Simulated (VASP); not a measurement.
# Ir (P6_3/mmc) in VASP: a series of runs, part 2 of 2

VASP 6.6.1.

### 6 Single point, LDA

INCAR

```
SYSTEM = Ir
ALGO     = Normal         ! electronic algorithm
EDIFF    = 1E-6           ! SCF threshold, eV
ENCUT    = 400            ! plane-wave cutoff, eV
GGA      = CA             ! functional
GGA_COMPAT= .FALSE.      
ISIF     = 2              ! what is computed and relaxed
ISMEAR   = 1              ! smearing method
LASPH    = .TRUE.         ! aspherical terms in the spheres
LCHARG   = .FALSE.        ! write CHGCAR
LREAL    = .FALSE.        ! projectors in reciprocal space
LWAVE    = .FALSE.        ! write WAVECAR
NELM     = 120            ! most SCF steps
PREC     = Accurate       ! precision mode
SIGMA    = 0.1            ! smearing width, eV
```

KPOINTS

```
k-points
0
Gamma
  14 14 8
```

POSCAR

```
Ir
1.0
    2.7513778946      0.0000000000      0.0000000000
   -1.3756889473      2.3827631521      0.0000000000
    0.0000000000      0.0000000000      4.4622900000
Ir
2
Direct
    0.3333333333      0.6666666667      0.2500000000
    0.6666666667      0.3333333333      0.7500000000
```

Potentials or basis: VASP PAW LDA potentials, release 64 (Ir).

Command:

```
$ cat potpaw_LDA.64/Ir/POTCAR > POTCAR
$ mpirun -np 1 vasp_std > vasp.out
```

OUTCAR:

```text
SYSTEM = Ir
   EDIFF = 1E-6
   ENCUT = 400
   GGA = CA
   ISIF = 2
   ISMEAR = 1
   LASPH = .TRUE.
   LREAL = .FALSE.
   NELM = 120
   PREC = Accurate

 Found    120 irreducible k-points:

 Following reciprocal coordinates:
            Coordinates               Weight
  0.000000  0.000000  0.000000      1.000000
  0.071429 -0.000000  0.000000      6.000000
  0.142857  0.000000  0.000000      6.000000
  0.214286 -0.000000  0.000000      6.000000
  0.285714 -0.000000  0.000000      6.000000
[... 179 lines left out ...]
------------------------ aborting loop because EDIFF is reached ----------------------------------------

  FORCE on cell =-STRESS in cart. coord.  units (eV):
  Direction    XX          YY          ZZ          XY          YZ          ZX
  --------------------------------------------------------------------------------------
  -------------------------------------------------------------------------------------
  Total       -2.8692524     -2.8692524     -2.9386833      0.0000000      0.0000000      0.0000000
  in kB     -157.1413316   -157.1413316   -160.9438775      0.0000000      0.0000000      0.0000000
  external PRESSURE =    -158.4088469 kB  Pullay stress =       0.0000000 kB

 VOLUME and BASIS-vectors are now :
 -----------------------------------------------------------------------------
  energy-cutoff  :      400.00
  volume of cell :       29.25
      direct lattice vectors                 reciprocal lattice vectors
     2.751377895  0.000000000  0.000000000     0.363454254  0.209840411  0.000000000
    -1.375688947  2.382763152  0.000000000     0.000000000  0.419680823  0.000000000
     0.000000000  0.000000000  4.462290000     0.000000000  0.000000000  0.224100182

 POSITION                                       TOTAL-FORCE (eV/Angst)
 -----------------------------------------------------------------------------------
     -0.00000      1.58851      1.11557         0.000000      0.000000      0.000000
      1.37569      0.79425      3.34672        -0.000000     -0.000000      0.000000
 -----------------------------------------------------------------------------------
    total drift:                                0.000000     -0.000000     -0.000000

  FREE ENERGIE OF THE ION-ELECTRON SYSTEM (eV)
  ---------------------------------------------------
  free  energy   TOTEN  =       -20.4245121815 eV

  energy  without entropy=      -20.4235226426  energy(sigma->0) =      -20.42418234
```

OSZICAR:

```text
N       E                     dE             d eps       ncg     rms          rms(c)
DAV:   1     0.131305092494E+03    0.13131E+03   -0.73054E+03  3120   0.113E+03
DAV:   2    -0.160322997333E+02   -0.14734E+03   -0.13597E+03  3205   0.349E+02
DAV:   3    -0.215833140118E+02   -0.55510E+01   -0.52054E+01  3955   0.736E+01
DAV:   4    -0.216644929347E+02   -0.81179E-01   -0.80885E-01  3318   0.856E+00
DAV:   5    -0.216662706132E+02   -0.17777E-02   -0.17776E-02  3876   0.120E+00    0.207E+01
DAV:   6    -0.206072375854E+02    0.10590E+01   -0.18385E+00  3600   0.187E+01    0.806E+00
DAV:   7    -0.204381964780E+02    0.16904E+00   -0.45946E-01  3958   0.883E+00    0.212E+00
DAV:   8    -0.204311129303E+02    0.70835E-02   -0.42404E-03  3283   0.673E-01    0.138E+00
DAV:   9    -0.204245170405E+02    0.65959E-02   -0.58237E-03  3435   0.118E+00    0.266E-02
DAV:  10    -0.204245189974E+02   -0.19569E-05   -0.38304E-05  4569   0.664E-02    0.395E-02
DAV:  11    -0.204245122229E+02    0.67745E-05   -0.64283E-06  3340   0.324E-02    0.389E-03
DAV:  12    -0.204245121815E+02    0.41365E-07   -0.14438E-07  1805   0.505E-03
   1 F= -.20424512E+02 E0= -.20424182E+02  d E =-.989539E-03
```

stdout:

```text
POSCAR found type information on POSCAR Ir
 POSCAR found :  1 types and       2 ions
 scaLAPACK will be used
 LDA part: xc-table for (Slater(with rela. corr.)+CA(PZ))
 , standard interpolation
 POSCAR, INCAR and KPOINTS ok, starting setup
 FFT: planning ... GRIDC
 FFT: planning ... GRID_SOFT
 FFT: planning ... GRID
 WAVECAR not read
 entering main loop
```

It took 10 s on 1 thread of AMD EPYC 9R45 (Zen 5), shared host; peak memory 0.11 GiB.

What came out:

```yaml
Free_energy: -20.4245 eV
Pressure: -15.8 GPa
Band_gap_on_the_k_mesh: zero (bands 9 and 10 overlap by 3.16 eV)
```

Stress tensor (GPa, compression positive):
```
-15.71   0.00   0.00
  0.00 -15.71   0.00
  0.00   0.00 -16.09
```

Caveat: the cell stands under tension; spin-orbit coupling is left out, which moves the levels of the heavy elements.

### 7 Summary

```tsv
task	level	potentials or basis	cell	k mesh	cutoff (eV)	smearing	dipole correction	grid for exact exchange (PRECFOCK)	share of exact exchange	tolerance level	purpose	gap on the mesh (eV)	pressure (GPa)	relaxed volume (Å³/atom)
single point	PBE	VASP PAW PBE potentials, release 64 (Ir)	a = 2.751, b = 2.751, c = 4.462 Å, angles 90.0, 90.0, 120.0°, 2 atoms	11 × 11 × 6	520	gaussian 0.026 eV	no	-	-	-	-	none	-1.0	-
relaxation of cell and atoms	PBE+D4	VASP PAW PBE potentials, release 64 (Ir)	relaxed from a = 2.751, b = 2.751, c = 4.462 Å, angles 90.0, 90.0, 120.0°, 2 atoms	11 × 11 × 6	600	fermi-dirac 0.05 eV	no	-	-	-	-	none	0.1	14.23
relaxation of cell and atoms	PBEsol+D3(BJ)	VASP PAW PBE potentials, release 64 (Ir)	relaxed from a = 2.751, b = 2.751, c = 4.462 Å, angles 90.0, 90.0, 120.0°, 2 atoms	11 × 11 × 6	600	fermi-dirac 0.05 eV	no	-	-	-	-	none	0.0	13.87
single point	B3LYP	VASP PAW PBE potentials, release 64 (Ir)	a = 2.785, b = 2.785, c = 4.382 Å, angles 90.0, 90.0, 120.0°, 2 atoms	6 × 6 × 3	520	fermi-dirac 0.05 eV	no	Normal	0.2	-	-	none	3.6	-
single point	LDA	VASP PAW LDA potentials, release 64 (Ir)	a = 2.751, b = 2.751, c = 4.462 Å, angles 90.0, 90.0, 120.0°, 2 atoms	14 × 14 × 8	400	methfessel-paxton 0.1 eV	-	-	-	tight	restart	none	-15.8	-
```

Alike in all rows: no spin polarisation.

Caveats: some runs use coarse meshes; spin-orbit coupling is left out, which moves the levels of the heavy elements; the PAW data sets were made with another functional, which shifts forces and pressure a little (at least some runs); the cell stands under tension (at least some runs).

Absolute energies hang on the potentials; compare differences alone.
